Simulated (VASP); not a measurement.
# Br (Cmce) in VASP: notebook, part 2 of 2

VASP 6.6.1.

### 4 Single point, PBE (33.31 Å³/atom)

This run uses another cell than the first one, of 33.31 Å³/atom.

The input, INCAR:

```
PREC     = Accurate       # precision mode
ENCUT    = 520            # plane-wave cutoff, eV
EDIFF    = 1E-6           # SCF threshold, eV
ISMEAR   = -1             # smearing method
SIGMA    = 0.05           # smearing width, eV
LREAL    = F              # projectors in reciprocal space
LASPH    = T              # aspherical terms in the spheres
NELM     = 80             # most SCF steps
ALGO     = Normal         # electronic algorithm
ISIF     = 2              # what is computed and relaxed
LWAVE    = F              # write WAVECAR
LCHARG   = F              # write CHGCAR
GGA      = PE             # functional
NBANDS   = 22             # bands
```

The input, KPOINTS:

```
Automatic mesh
0
Gamma
  7 7 3
```

The input, POSCAR:

```
Br
1.0
    3.3406771722     -2.3069619464      0.0000000000
    3.3406771722      2.3069619464      0.0000000000
    0.0000000000      0.0000000000      8.6438935422
Br
4
Direct
    0.3651000000      0.6349000000      0.3901000000
    0.1349000000      0.8651000000      0.8901000000
    0.6349000000      0.3651000000      0.6099000000
    0.8651000000      0.1349000000      0.1099000000
```

Potentials or basis: VASP PAW PBE potentials, release 64 (Br).

The run is started by

```sh
> cat potpaw_PBE.64/Br/POTCAR > POTCAR
> mpirun -np 1 vasp_std > vasp.out
```

OUTCAR:

```text
PREC = Accurate
   ENCUT = 520
   EDIFF = 1E-6
   ISMEAR = -1
   LREAL = F
   LASPH = T
   NELM = 80
   ISIF = 2
   GGA = PE

 ion  position               nearest neighbor table
   1  0.365  0.635  0.390-   3 2.27
   2  0.135  0.865  0.890-   4 2.27
   3  0.635  0.365  0.610-   1 2.27
   4  0.865  0.135  0.110-   2 2.27

  LATTYP: Found a base centered orthorhombic cell.
 ALAT       =     4.6139238928
 B/A-ratio  =     1.4480850789
 C/A-ratio  =     1.8734365245

  Lattice vectors:

[... 198 lines left out ...]
      6      -4.1443      2.00000
[... 589 lines left out ...]
     21       9.4899      0.00000
     22       9.6980      0.00000

 [... further k-points ...]
[... 5 lines left out ...]
  --------------------------------------------------------------------------------------
  -------------------------------------------------------------------------------------
  Total        1.1311833      1.5905924      3.5631641      0.0000000      0.0000000      0.0000000
  in kB       13.6028281     19.1273653     42.8481484      0.0000000      0.0000000      0.0000000
  external PRESSURE =      25.1927806 kB  Pullay stress =       0.0000000 kB

 VOLUME and BASIS-vectors are now :
 -----------------------------------------------------------------------------
  energy-cutoff  :      520.00
  volume of cell :      133.23
      direct lattice vectors                 reciprocal lattice vectors
     3.340677172 -2.306961946  0.000000000     0.149670254 -0.216735261  0.000000000
     3.340677172  2.306961946  0.000000000     0.149670254  0.216735261  0.000000000
     0.000000000  0.000000000  8.643893542     0.000000000  0.000000000  0.115688607

 POSITION                                       TOTAL-FORCE (eV/Angst)
 -----------------------------------------------------------------------------------
      3.34068      0.62242      3.37198         0.000000      0.563484     -0.971716
      3.34068      1.68454      7.69393         0.000000     -0.563484     -0.971716
      3.34068     -0.62242      5.27191         0.000000     -0.563484      0.971716
      3.34068     -1.68454      0.94996         0.000000      0.563484      0.971716
 -----------------------------------------------------------------------------------
    total drift:                               -0.000000      0.000000      0.000000

  FREE ENERGIE OF THE ION-ELECTRON SYSTEM (eV)
  ---------------------------------------------------
  free  energy   TOTEN  =        -6.3352659548 eV

  energy  without entropy=       -6.3352659528  energy(sigma->0) =       -6.33526595
```

OSZICAR:

```text
N       E                     dE             d eps       ncg     rms          rms(c)
DAV:   1     0.174199295600E+03    0.17420E+03   -0.11306E+04  1408   0.105E+03
DAV:   2     0.644225901417E+01   -0.16776E+03   -0.16255E+03  1974   0.187E+02
DAV:   3    -0.660520353013E+01   -0.13047E+02   -0.12996E+02  1796   0.583E+01
DAV:   4    -0.673923996020E+01   -0.13404E+00   -0.13398E+00  1708   0.711E+00
DAV:   5    -0.674040781936E+01   -0.11679E-02   -0.11678E-02  1802   0.663E-01    0.114E+01
DAV:   6    -0.644379345652E+01    0.29661E+00   -0.20228E-01  1636   0.236E+00    0.747E+00
DAV:   7    -0.634435634085E+01    0.99437E-01   -0.46180E-01  1648   0.351E+00    0.609E-01
DAV:   8    -0.633507738302E+01    0.92790E-02   -0.54708E-02  1534   0.124E+00    0.320E-01
DAV:   9    -0.633515223221E+01   -0.74849E-04   -0.10622E-03  1756   0.195E-01    0.724E-02
DAV:  10    -0.633526267840E+01   -0.11045E-03   -0.13389E-04  1684   0.691E-02    0.620E-02
DAV:  11    -0.633526536529E+01   -0.26869E-05   -0.29675E-05  1714   0.300E-02    0.728E-03
DAV:  12    -0.633526595477E+01   -0.58948E-06   -0.34987E-06  1678   0.102E-02
   1 F= -.63352660E+01 E0= -.63352660E+01  d E =-.192408E-08
```

stdout:

```text
POSCAR found type information on POSCAR Br
 POSCAR found :  1 types and       4 ions
 scaLAPACK will be used
 LDA part: xc-table for (Slater+PW92), standard interpolation
 POSCAR, INCAR and KPOINTS ok, starting setup
 FFT: planning ... GRIDC
 FFT: planning ... GRID_SOFT
 FFT: planning ... GRID
 WAVECAR not read
 entering main loop
```

Wall time 85 s (1 thread of AMD EPYC 7R13, shared host); peak memory 0.22 GiB.

Results:

* Free energy: -6.3353 eV
* Pressure: 2.5 GPa
* Largest force: 1.123 eV/Å
* Band gap on the k mesh: 1.97 eV (least direct gap 1.99 eV)

Forces in eV/Å, atoms in the order of the input:
```
Br   0.000  0.563 -0.972
Br   0.000 -0.563 -0.972
Br   0.000 -0.563  0.972
Br   0.000  0.563  0.972
```

Stress tensor (GPa, compression positive):
```
1.36 0.00 0.00
0.00 1.91 0.00
0.00 0.00 4.28
```

Caveat: this functional lacks dispersion, which holds the molecules together, so the pressure and a relaxed volume are unreliable; an odd mesh through Γ misses points on the zone boundary, where band edges can lie; forces of over 1 eV/Å act on the atoms, so gaps and moduli don't describe the material at rest.

### 5 Single point, PBEsol (33.31 Å³/atom)

This run uses another cell than the first one, of 33.31 Å³/atom.

The input, INCAR:

```
SYSTEM = Br
PREC = Accurate
ENCUT = 520
EDIFF = 1E-7
ISMEAR = -1
SIGMA = 0.05
LREAL = .False.
LASPH = .True.
NELM = 60
ALGO = Normal
ISIF = 2
LWAVE = .False.
LCHARG = .False.
GGA = PS
NBANDS = 22
```

The input, KPOINTS:

```
regular mesh
0
Gamma
  7 7 3
  0 0 0
```

POSCAR is that of step 4.

The run is started by

```sh
> cat potpaw_PBE.64/Br/POTCAR > POTCAR
> mpirun -np 1 vasp_std > vasp.out
```

Run time: 42 s. Hardware: 1 thread of Intel Xeon 6975P-C (Granite Rapids), shared host; peak memory 0.25 GiB.

Results (log left out):

| Quantity | Value |
| --- | --- |
| Free energy | -7.1464 eV |
| Pressure | 0.7 GPa |
| Largest force | 0.990 eV/Å |
| Band gap on the k mesh | 1.90 eV (least direct gap 1.92 eV) |

Forces on the atoms (eV/Å):
```
Br   0.000  0.471 -0.871
Br   0.000 -0.471 -0.871
Br   0.000 -0.471  0.871
Br   0.000  0.471  0.871
```

Stress tensor (GPa, compression positive):
```
0.11 0.00 0.00
0.00 0.07 0.00
0.00 0.00 2.04
```

Levels at points of the mesh, in eV from the valence-band top:
| k point | band 12 | band 13 | band 14 | band 15 | band 16 | band 17 |
| --- | --- | --- | --- | --- | --- | --- |
| (0.00, 0.00, 0.00) | -0.36 | -0.06 | -0.01 | 1.91 | 2.68 | 5.81 |

Caveat: this functional lacks dispersion, which holds the molecules together, so the pressure and a relaxed volume are unreliable; the PAW data sets were made with another functional, which shifts forces and pressure a little; an odd mesh through Γ misses points on the zone boundary, where band edges can lie.

### 6 The runs side by side

```csv
task,level,cell,cutoff (eV),gap on the mesh (eV),pressure (GPa),relaxed volume (Å³/atom),largest force (eV/Å)
relaxation of cell and atoms,PBE,"relaxed from a = 4.087, b = 4.087, c = 8.702 Å, angles 90.0, 90.0, 69.3°, 4 atoms",600,1.36,0.0,39.11,-
relaxation of cell and atoms,PBEsol,"relaxed from a = 4.087, b = 4.087, c = 8.702 Å, angles 90.0, 90.0, 69.3°, 4 atoms",600,1.24,0.0,30.81,-
single point,PBE,"a = 4.060, b = 4.060, c = 8.644 Å, angles 90.0, 90.0, 69.3°, 4 atoms",520,1.97,2.5,-,1.12
single point,PBEsol,"a = 4.060, b = 4.060, c = 8.644 Å, angles 90.0, 90.0, 69.3°, 4 atoms",520,1.90,0.7,-,0.99
```

Alike in all rows: potentials or basis VASP PAW PBE potentials, release 64 (Br); no spin polarisation; k mesh 7 × 7 × 3; smearing fermi-dirac 0.05 eV.

Caveats: this functional lacks dispersion, which holds the molecules together, so the pressure and a relaxed volume are unreliable; an odd mesh through Γ misses points on the zone boundary, where band edges can lie; the PAW data sets were made with another functional, which shifts forces and pressure a little (at least some runs); the volume moved by over 15 % at a fixed basis, so the end points are rough (at least some runs); forces of over 1 eV/Å act on the atoms, so gaps and moduli don't describe the material at rest (at least some runs).

Absolute energies hang on the potentials; compare differences alone.
